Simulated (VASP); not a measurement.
# HPbNO4 (P1) in VASP: a series of runs

Aim: see how the results for HPbNO4 move with the level of theory and the settings. Levels: r2SCAN, PBE+D4. Tasks: single point, relaxation of cell and atoms.

Everything below comes from runs of VASP 6.6.1. Logs are shortened: lines on timing, memory, paths and dates and some standing lists are left out, and cuts for length are marked.

## 1. The cell of the first run

The typed cell holds 7 atoms: a = 4.204 Å, b = 4.339 Å, c = 6.729 Å, α = 71.95°, β = 72.29°, γ = 62.23°.

## 2. Single point, r2SCAN

Input file POSCAR:

```
HPbNO4
1.0
    4.1992300000      0.1111700000      0.1681700000
    1.9160000000      3.8913200000      0.1256800000
    1.7608500000      1.2525900000      6.3726600000
H Pb N O
1 1 1 4
Direct
    0.8914500000      0.6820200000      0.6279600000
    0.1442600000      0.9287200000      0.8835200000
    0.2567000000      0.2886100000      0.3017100000
    0.8310800000      0.6505600000      0.7840500000
    0.3869400000      0.2238000000      0.1129500000
    0.3110400000      0.0357600000      0.4585600000
    0.0772600000      0.6063300000      0.3227500000
```

Input file INCAR.step1:

```
SYSTEM = HPbNO4
PREC     = Accurate       ! precision mode
ENCUT    = 520            ! plane-wave cutoff, eV
ISMEAR   = -1             ! smearing method
SIGMA    = 0.05           ! smearing width, eV
LREAL    = .False.        ! projectors in reciprocal space
LASPH    = .True.         ! aspherical terms in the spheres
NELM     = 100            ! most SCF steps
NBANDS   = 31             ! bands
GGA      = PE             ! functional
ALGO     = Normal         ! electronic algorithm
EDIFF    = 1E-4           ! SCF threshold, eV
LWAVE    = .True.         ! write WAVECAR
LCHARG   = .False.        ! write CHGCAR
```

Input file INCAR.step2:

```
SYSTEM = HPbNO4
PREC     = Accurate       ! precision mode
ENCUT    = 520            ! plane-wave cutoff, eV
EDIFF    = 1E-6           ! SCF threshold, eV
ISMEAR   = -1             ! smearing method
SIGMA    = 0.05           ! smearing width, eV
LREAL    = .False.        ! projectors in reciprocal space
LASPH    = .True.         ! aspherical terms in the spheres
NELM     = 100            ! most SCF steps
ALGO     = Normal         ! electronic algorithm
ISIF     = 2              ! what is computed and relaxed
LWAVE    = .False.        ! write WAVECAR
LCHARG   = .False.        ! write CHGCAR
METAGGA  = R2SCAN         ! meta-GGA
LMIXTAU  = .True.       
NBANDS   = 31             ! bands
ISTART   = 1
```

Input file KPOINTS:

```
regular mesh
0
Gamma
  5 5 4
  0 0 0
```

Potentials or basis: VASP PAW PBE potentials, release 64 (H, Pb_d, N, O).

Command:

```
> cat potpaw_PBE.64/H/POTCAR potpaw_PBE.64/Pb_d/POTCAR potpaw_PBE.64/N/POTCAR potpaw_PBE.64/O/POTCAR > POTCAR
> cp INCAR.step1 INCAR
> mpirun -np 1 vasp_std > vasp.out
> cp INCAR.step2 INCAR
> mpirun -np 1 vasp_std > vasp.out
```

OUTCAR:

```text
SYSTEM = HPbNO4
   PREC = Accurate
   ENCUT = 520
   EDIFF = 1E-6
   ISMEAR = -1
   LREAL = .False.
   LASPH = .True.
   NELM = 100
   ISIF = 2
   METAGGA = R2SCAN
   ISTART = 1

 ion  position               nearest neighbor table
   1  0.891  0.682  0.628-   4 0.98
   2  0.144  0.929  0.884-   4 2.48   4 2.51   6 2.67   4 2.72   5 2.81   7 2.84   5 2.91   5 2.93

   3  0.257  0.289  0.302-   6 1.25   7 1.26   5 1.28
   4  0.831  0.651  0.784-   1 0.98   2 2.48   2 2.51   2 2.72
   5  0.387  0.224  0.113-   3 1.28   2 2.81   2 2.91   2 2.93
   6  0.311  0.036  0.459-   3 1.25   2 2.67
   7  0.077  0.606  0.323-   3 1.26   2 2.84

  LATTYP: Found a triclinic cell.
 ALAT       =     6.7290690222
 B/A-ratio  =     1.0080435208
 C/A-ratio  =     0.6247619357
 COS(alpha) =     0.0037064377
 COS(beta)  =     0.3041824545
 COS(gamma) =     0.7937729759

  Lattice vectors:

 A1 = (   1.7608500000,   1.2525900000,   6.3726600000)
 A2 = (  -0.1551500000,  -2.6387300000,   6.2469800000)
 A3 = (   4.1992300000,   0.1111700000,   0.1681700000)

Analysis of symmetry for initial positions (statically):
=====================================================================
 Subroutine PRICEL returns:
 Original cell was already a primitive cell.

 Routine SETGRP: Setting up the symmetry group for a
 triclinic supercell.

 Subroutine GETGRP returns: Found  1 space group operations
 (whereof  1 operations were pure point group operations)
 out of a pool of  2 trial point group operations.

The static configuration has the point symmetry C_1 .

Analysis of symmetry for dynamics (positions and initial velocities):
=====================================================================
 Subroutine PRICEL returns:
 Original cell was already a primitive cell.

 Routine SETGRP: Setting up the symmetry group for a
 triclinic supercell.

 Subroutine GETGRP returns: Found  1 space group operations
 (whereof  1 operations were pure point group operations)
 out of a pool of  2 trial point group operations.

The dynamic configuration has the point symmetry C_1 .

 Subroutine INISYM returns: Found  1 space group operations
 (whereof  1 operations are pure point group operations),
 and found     1 'primitive' translations

[... 103 lines left out ...]
   NELM   =    100;   NELMIN=  2; NELMDL=  0     # of ELM steps
   EDIFF  = 0.1E-05   stopping-criterion for ELM
   LREAL  =      F    real-space projection
   EDIFFG = 0.1E-04   stopping-criterion for IOM
   NSW    =      0    number of steps for IOM
   IBRION =     -1    ionic relax: 0-MD 1-quasi-New 2-CG
   NFREE  =      0    steps in history (QN), initial steepest desc. (CG)
   ISIF   =      2    stress and relaxation
   ISYM   =      2    0-nonsym 1-usesym 2-fastsym
   POTIM  = 0.5000    time-step for ionic-motion
   TEBEG  =    0.0;   TEEND  =   0.0 temperature during run
   PSTRESS=    0.0 pullay stress
   NELECT =      44.0000    total number of electrons
   NUPDOWN=      -1.0000    fix difference up-down
   EMIN   =  10.00;   EMAX   =-10.00  energy-range for DOS
   EFERMI =   0.00;   METHOD = LEGACY
   ISMEAR =    -1;   SIGMA  =   0.05  broadening in eV -4-tet -1-fermi 0-gaus
   EFERMI_NEDOS =   21; number of points for ismear=-14 and -15
   IALGO  =     38    algorithm
   IMIX   =      4    mixing-type and parameters
     AMIX     =   0.40;   BMIX     =  1.00
     AMIX_MAG =   1.60;   BMIX_MAG =  1.00
  volume/ion in A,a.u.               =      14.48        97.74
  Fermi-wavevector in a.u.,A,eV,Ry     =   1.239444  2.342210 20.901576  1.536223
  Thomas-Fermi vector in A             =   2.373927
   LORBIT       =      0    0 simple, 1 ext, 2 COOP (PROOUT), +10 PAW based schemes
   METAGGA = R2SCAN    functional components
   LHFCALC =     F    Hartree Fock is set to
   AEXX    =    0.0000 exact exchange contribution
   IVDW    =     0    specifies the selected vdW correction
   LEPSILON=     F    determine dielectric tensor
   LRPA    =     F    only Hartree local field effects (RPA)
 non-spin polarized calculation
  energy-cutoff  :      520.00
  volume of cell :      101.39
 maximum number of plane-waves:      2745
   NGX = 15   NGY = 17   NGZ = 25

 number of electron      43.9999999 magnetization

 Free energy of the ion-electron system (eV)
  ---------------------------------------------------
  ext. energy  EPLUGINS =         0.00000000
  ---------------------------------------------------
  free energy    TOTEN  =       -98.09479663 eV

  energy without entropy =      -98.09479663  energy(sigma->0) =      -98.09479663

 E-fermi :   1.6771     XC(G=0):  -9.1775

 val. band max:        0.5331855064   @ k =  -0.2000   0.4000   0.5000
 cond. band min:       3.7015219462   @ k =  -0.2000   0.4000   0.5000
 fundamental gap:      3.1683364398
 Fermi energy:         1.6770605971

 k-point     1 :       0.0000    0.0000    0.0000
  band No.  band energies     occupation
      1     -26.6929      2.00000
      2     -21.0436      2.00000
      3     -20.7139      2.00000
      4     -18.1188      2.00000
      5     -15.2532      2.00000
      6     -15.2351      2.00000
[... 805 lines left out ...]
     30      11.3182      0.00000
     31      13.3758      0.00000

 [... further k-points ...]

------------------------ aborting loop because EDIFF is reached ----------------------------------------

  FORCE on cell =-STRESS in cart. coord.  units (eV):
  Direction    XX          YY          ZZ          XY          YZ          ZX
  --------------------------------------------------------------------------------------
  -------------------------------------------------------------------------------------
  Total       -1.2828257     -1.4603015     -1.6642948      0.0407540     -0.0442087      0.0265388
  in kB      -20.2713307    -23.0758203    -26.2993401      0.6439983     -0.6985906      0.4193684
  external PRESSURE =     -23.2154970 kB  Pullay stress =       0.0000000 kB

 VOLUME and BASIS-vectors are now :
 -----------------------------------------------------------------------------
  energy-cutoff  :      520.00
  volume of cell :      101.39
      direct lattice vectors                 reciprocal lattice vectors
     4.199230000  0.111170000  0.168170000     0.243027768 -0.118243312 -0.043910244
     1.916000000  3.891320000  0.125680000    -0.004909750  0.261012831 -0.049947232
     1.760850000  1.252590000  6.372660000    -0.006316502 -0.002027272  0.159064151

 POSITION                                       TOTAL-FORCE (eV/Angst)
 -----------------------------------------------------------------------------------
      6.15590      3.53964      4.23741        -0.011553      0.022440      0.264883
      3.94095      4.73667      5.77135        -0.001572     -0.038607     -0.026545
      2.16219      1.52953      2.00214         0.003269     -0.029733     -0.076777
      6.11696      3.60602      5.21801         0.014398      0.013719     -0.240604
      2.25254      1.05537      0.81299        -0.007444      0.045701      0.098055
      2.18210      0.74812      2.97905        -0.006453      0.082777      0.015699
      2.05448      2.77229      2.14597         0.009355     -0.096297     -0.034710
 -----------------------------------------------------------------------------------
    total drift:                               -0.000393     -0.001029      0.000188

  FREE ENERGIE OF THE ION-ELECTRON SYSTEM (eV)
  ---------------------------------------------------
  free  energy   TOTEN  =       -98.0947966344 eV

  energy  without entropy=      -98.0947966343  energy(sigma->0) =      -98.09479663
```

Wall time 9 min (1 thread of Intel Xeon Platinum 8259CL at 2.50GHz (Skylake/Cascade Lake), shared host); peak memory 0.33 GiB.

What came out:

| Item | Value |
| --- | --- |
| Free energy | -98.0948 eV |
| Pressure | -2.3 GPa |
| Largest force | 0.266 eV/Å |
| Band gap on the k mesh | 3.17 eV |

Forces in eV/Å, atoms in the order of the input:
```
H   -0.012  0.022  0.265
Pb  -0.002 -0.039 -0.027
N    0.003 -0.030 -0.077
O    0.014  0.014 -0.241
O   -0.007  0.046  0.098
O   -0.006  0.083  0.016
O    0.009 -0.096 -0.035
```

Levels at points of the mesh, in eV from the valence-band top:
```csv
k point,band 19,band 20,band 21,band 22,band 23,band 24,band 25,band 26
"(0.00, 0.00, 0.00)",-2.13,-1.60,-1.39,-0.85,3.90,4.75,5.97,6.68
"(0.00, 0.00, 0.50)",-1.60,-1.53,-1.33,-1.02,3.80,4.18,5.97,6.82
```

Caveat: the standard files for N, O and F lose accuracy on very short bonds; the PAW data sets were made with another functional, which shifts forces and pressure a little; spin-orbit coupling is left out, which moves the levels of the heavy elements; an odd mesh through Γ misses points on the zone boundary, where band edges can lie.

## 3. Single point, PBE+D4

This run uses another cell than the first one, of 14.00 Å³/atom.

Input file INCAR:

```
SYSTEM = HPbNO4
PREC = Accurate ; ENCUT = 520
EDIFF = 1E-6 ; ISMEAR = -1
SIGMA = 0.05 ; LREAL = .False.
LASPH = .True. ; NELM = 60
ALGO = Normal ; ISIF = 2
LWAVE = .False. ; LCHARG = .True.
GGA = PE ; IVDW = 13
LELF = .True. ; LVHAR = .True.
NBANDS = 31
```

Input file KPOINTS:

```
regular mesh
0
Gamma
  5 5 3
  0 0 0
```

Input file POSCAR:

```
HPbNO4
1.0
    4.1474913519      0.1059113498      0.1697423225
    1.8899882652      3.8260497922      0.1083678455
    1.7428555186      1.2015538625      6.3343987120
H Pb N O
1 1 1 4
Direct
    0.8940908886      0.6810287556      0.6229352208
    0.1383919342      0.9391047977      0.8837505275
    0.2571307622      0.2863926691      0.3039483918
    0.8321097576      0.6511097019      0.7800113036
    0.3898412974      0.2187451586      0.1139587133
    0.3133955359      0.0307719245      0.4605507723
    0.0737698242      0.6086469926      0.3263450707
```

Potentials or basis: VASP PAW PBE potentials, release 64 (H, Pb_d, N, O).

Command:

```
> cat potpaw_PBE.64/H/POTCAR potpaw_PBE.64/Pb_d/POTCAR potpaw_PBE.64/N/POTCAR potpaw_PBE.64/O/POTCAR > POTCAR
> mpirun -np 1 vasp_std > vasp.out
```

Run time: 1.9 min. Hardware: 1 thread of Intel Xeon Platinum 8488C (Sapphire Rapids), shared host; peak memory 0.27 GiB.

Results (log left out):

```
Free energy                : -41.3125 eV
Pressure                   : 0.6 GPa
Largest force              : 0.430 eV/Å
Band gap on the k mesh     : 2.77 eV
Dispersion energy per atom : -0.128 eV
```

Forces in eV/Å, atoms in the order of the input:
```
H    0.003 -0.007 -0.107
Pb   0.000  0.006  0.006
N    0.009 -0.051 -0.084
O   -0.003  0.005  0.092
O    0.022 -0.118 -0.296
O    0.007 -0.260  0.339
O   -0.038  0.425  0.050
```

Stress tensor (GPa, compression positive):
```
-0.22 -0.10 -0.04
-0.10  1.00 -0.10
-0.04 -0.10  1.04
```

Levels at points of the mesh, in eV from the valence-band top:
| k point | band 20 | band 21 | band 22 | band 23 | band 24 | band 25 |
| --- | --- | --- | --- | --- | --- | --- |
| (0.00, 0.00, 0.00) | -1.54 | -1.46 | -0.78 | 3.52 | 4.34 | 5.64 |

Caveat: the standard files for N, O and F lose accuracy on very short bonds; spin-orbit coupling is left out, which moves the levels of the heavy elements; an odd mesh through Γ misses points on the zone boundary, where band edges can lie.

## 4. Relaxation of cell and atoms, PBE+D4

Input file INCAR:

```
SYSTEM = HPbNO4
ALGO     = Normal         ! electronic algorithm
EDIFF    = 1E-7           ! SCF threshold, eV
EDIFFG   = -0.01          ! ionic threshold
ENCUT    = 600            ! plane-wave cutoff, eV
GGA      = PE             ! functional
IBRION   = 2              ! ionic algorithm
ISIF     = 3              ! what is computed and relaxed
ISMEAR   = -1             ! smearing method
IVDW     = 13             ! dispersion correction
LASPH    = .TRUE.         ! aspherical terms in the spheres
LCHARG   = .FALSE.        ! write CHGCAR
LREAL    = .FALSE.        ! projectors in reciprocal space
LWAVE    = .FALSE.        ! write WAVECAR
NELM     = 80             ! most SCF steps
NSW      = 60             ! ionic steps
PREC     = Accurate       ! precision mode
SIGMA    = 0.05           ! smearing width, eV
```

Input file KPOINTS:

```
k-points
0
G
  5 5 3
  0 0 0
```

Input file POSCAR:

```
HPbNO4
1.0
    4.1992300000      0.1111700000      0.1681700000
    1.9160000000      3.8913200000      0.1256800000
    1.7608500000      1.2525900000      6.3726600000
H Pb N O
1 1 1 4
Direct
    0.8914500000      0.6820200000      0.6279600000
    0.1442600000      0.9287200000      0.8835200000
    0.2567000000      0.2886100000      0.3017100000
    0.8310800000      0.6505600000      0.7840500000
    0.3869400000      0.2238000000      0.1129500000
    0.3110400000      0.0357600000      0.4585600000
    0.0772600000      0.6063300000      0.3227500000
```

Command:

```
> cat potpaw_PBE.64/H/POTCAR potpaw_PBE.64/Pb_d/POTCAR potpaw_PBE.64/N/POTCAR potpaw_PBE.64/O/POTCAR > POTCAR
> mpirun -np 1 vasp_std > vasp.out
```

Run time: 40 min. Hardware: 1 thread of Intel Xeon Platinum 8488C (Sapphire Rapids), shared host; peak memory 0.37 GiB.

It converged, with:

| Property | Result |
| --- | --- |
| Free energy | -41.3423 eV |
| Relaxed volume | 13.90 Å³/atom |
| Relaxed cell | a = 4.151 Å, b = 4.244 Å, c = 6.678 Å, α = 72.70°, β = 72.27°, γ = 62.01° |
| Space group after relaxing (to 0.1 Å) | P1 (No. 1) |
| Energy gained by relaxing | 3.9 meV/atom |
| Ionic steps | 47 |
| Pressure after relaxing | 0.0 GPa |
| Largest force after relaxing | 0.006 eV/Å |
| Band gap on the k mesh | 2.69 eV |
| Dispersion energy per atom | -0.129 eV |

Forces on the atoms (eV/Å):
```
H    0.000  0.001 -0.001
Pb   0.000  0.002 -0.002
N    0.005  0.001 -0.002
O   -0.003  0.004  0.004
O   -0.001 -0.005 -0.001
O    0.000  0.002  0.001
O   -0.002 -0.004  0.000
```

The path:
| step | energy change (eV) | largest force (eV/Å) | pressure (GPa) | volume (Å³) |
| --- | --- | --- | --- | --- |
| 1 | 0.0000 | 0.4195 | -0.81 | 101.39 |
| 3 | -0.0073 | 0.2037 | -1.64 | 100.87 |
| 5 | -0.0193 | 0.1829 | -0.14 | 98.40 |
| 7 | -0.0203 | 0.1201 | 0.10 | 98.20 |
| 9 | -0.0226 | 0.2859 | -0.01 | 98.03 |
| 11 | -0.0238 | 0.1622 | -0.07 | 97.97 |
| 13 | -0.0248 | 0.1176 | -0.18 | 97.86 |
| 15 | -0.0254 | 0.0540 | -0.06 | 97.70 |
| 17 | -0.0254 | 0.0662 | 0.00 | 97.63 |
| 19 | -0.0257 | 0.0549 | -0.10 | 97.55 |
| 21 | -0.0263 | 0.0324 | 0.07 | 97.27 |
| 23 | -0.0265 | 0.0414 | 0.17 | 97.09 |
| 25 | -0.0267 | 0.0866 | 0.05 | 97.12 |
| 27 | -0.0269 | 0.0277 | 0.05 | 97.19 |
| 29 | -0.0270 | 0.0238 | 0.00 | 97.27 |
| 31 | -0.0271 | 0.0350 | -0.03 | 97.30 |
| 33 | -0.0271 | 0.0231 | -0.05 | 97.33 |
| 35 | -0.0271 | 0.0261 | -0.06 | 97.35 |
| 37 | -0.0272 | 0.0237 | -0.04 | 97.32 |
| 39 | -0.0272 | 0.0235 | 0.01 | 97.23 |
| 41 | -0.0272 | 0.0199 | 0.04 | 97.19 |
| 43 | -0.0273 | 0.0131 | 0.06 | 97.18 |
| 45 | -0.0273 | 0.0238 | 0.00 | 97.23 |
| 47 | -0.0273 | 0.0061 | -0.01 | 97.28 |

Final structure:
```
CELL_PARAMETERS angstrom
4.14632 0.10739 0.17063
1.89188 3.79815 0.10140
1.74471 1.18144 6.33689
ATOMIC_POSITIONS crystal
H 0.89559 0.68043 0.62087
Pb 0.13724 0.94121 0.88386
N 0.25680 0.28598 0.30485
O 0.83314 0.65107 0.77831
O 0.39093 0.21595 0.11425
O 0.31308 0.02859 0.46202
O 0.07195 0.61258 0.32732
```

Levels at points of the mesh, in eV from the valence-band top:
```tsv
k point	band 18	band 19	band 20	band 21	band 22	band 23	band 24	band 25	band 26
(0.00, 0.00, 0.00)	-2.18	-2.09	-1.53	-1.48	-0.83	3.44	4.33	5.68	6.34
```

Caveat: the standard files for N, O and F lose accuracy on very short bonds; spin-orbit coupling is left out, which moves the levels of the heavy elements; an odd mesh through Γ misses points on the zone boundary, where band edges can lie.

## 5. The runs side by side

| task | level | cell | k mesh | cutoff (eV) | gap on the mesh (eV) | pressure (GPa) | largest force (eV/Å) |
| --- | --- | --- | --- | --- | --- | --- | --- |
| single point | r2SCAN | a = 4.204, b = 4.339, c = 6.729 Å, angles 71.9, 72.3, 62.2°, 7 atoms, atomic positions A | 5 × 5 × 4 | 520 | 3.17 | -2.3 | 0.27 |
| single point | PBE+D4 | a = 4.152, b = 4.269, c = 6.679 Å, angles 72.5, 72.3, 62.2°, 7 atoms, atomic positions B | 5 × 5 × 3 | 520 | 2.77 | 0.6 | 0.43 |
| relaxation of cell and atoms | PBE+D4 | relaxed from a = 4.204, b = 4.339, c = 6.729 Å, angles 71.9, 72.3, 62.2°, 7 atoms, atomic positions A | 5 × 5 × 3 | 600 | 2.69 | 0.0 | 0.01 |

Alike in all rows: potentials or basis VASP PAW PBE potentials, release 64 (H, Pb_d, N, O); no spin polarisation; smearing fermi-dirac 0.05 eV.

Caveats: the standard files for N, O and F lose accuracy on very short bonds; spin-orbit coupling is left out, which moves the levels of the heavy elements; an odd mesh through Γ misses points on the zone boundary, where band edges can lie; the PAW data sets were made with another functional, which shifts forces and pressure a little (at least some runs).

Absolute energies hang on the potentials; compare differences alone.
